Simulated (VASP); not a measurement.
**Co: relaxation of shape and atoms at fixed volume with PBE**

Co:

```
Co
1.0
     2.46020    0.00000    0.00000
    -1.23010    2.13060    0.00000
     0.00000    0.00000    3.97500
Co
2
Cartesian
  0.0000 1.4204 0.9938
  1.2301 0.7102 2.9813
```

```json
{
  "Program": "VASP 6.6.1",
  "Task": "relaxation of shape and atoms at fixed volume",
  "Functional": "PBE",
  "Potentials or basis": "VASP PAW PBE potentials, release 64 (Co)",
  "Cutoff": "600 eV",
  "k mesh": "20 × 20 × 12",
  "Occupations": "gaussian, width 0.05 eV",
  "Spin": "collinear spin, ferromagnetic start",
  "Starting moments": "[1.84, 1.84] μB",
  "Dipole correction": "no",
  "Further INCAR settings": "ALGO = Normal; EDIFF = 1e-06; IBRION = 2; EDIFFG = -0.01; NSW = 60; ISIF = 4"
}
```

```yaml
Energy_gained_by_relaxing: 0.0 meV/atom
Ionic_steps: 2
Pressure_after_relaxing: 8.7 GPa
Net_moment: 3.15 μB per cell
Site_moments: Co +1.59 μB
Valence_electrons_inside_the_program's_atomic_spheres: Co 8.36
```

Final structure:
```
Co
1.0
     2.46105    0.00000    0.00000
    -1.23052    2.13133    0.00000
     0.00000    0.00000    3.97228
Co
2
Direct
  0.33333 0.66667 0.25000
  0.66667 0.33333 0.75000
```

Levels at points of the mesh, in eV from the Fermi level:
Spin up:
```tsv
k point	band 7	band 8	band 9	band 10	band 11	band 12	band 13	band 14	band 15
(0.00, 0.00, 0.00)	-2.29	-1.93	-1.93	-0.75	-0.75	-0.06	6.77	22.31	25.27
(0.50, 0.00, 0.00)	-2.18	-0.61	-0.50	-0.45	1.44	3.54	10.05	10.75	13.15
(0.00, 0.00, 0.50)	-2.70	-2.70	-1.08	-1.08	-1.08	-1.08	15.57	15.57	23.07
(0.50, 0.00, 0.50)	-1.01	-1.01	-0.51	-0.51	1.69	1.69	7.65	7.65	18.89
```
Spin down:
| k point | band 5 | band 6 | band 7 | band 8 | band 9 | band 10 |
| --- | --- | --- | --- | --- | --- | --- |
| (0.00, 0.00, 0.00) | -1.02 | -0.63 | -0.63 | -0.20 | -0.20 | -0.11 |
| (0.50, 0.00, 0.00) | -1.20 | -1.09 | -0.64 | 1.24 | 1.38 | 1.41 |
| (0.00, 0.00, 0.50) | -1.09 | -1.09 | -1.09 | -1.09 | 0.74 | 0.74 |
| (0.50, 0.00, 0.50) | -0.08 | -0.08 | 0.26 | 0.26 | 1.34 | 1.34 |

Run time: 6.3 min on 1 thread of Oxide Virtual Turin-like Processor (shared host), peak memory 0.24 GiB.
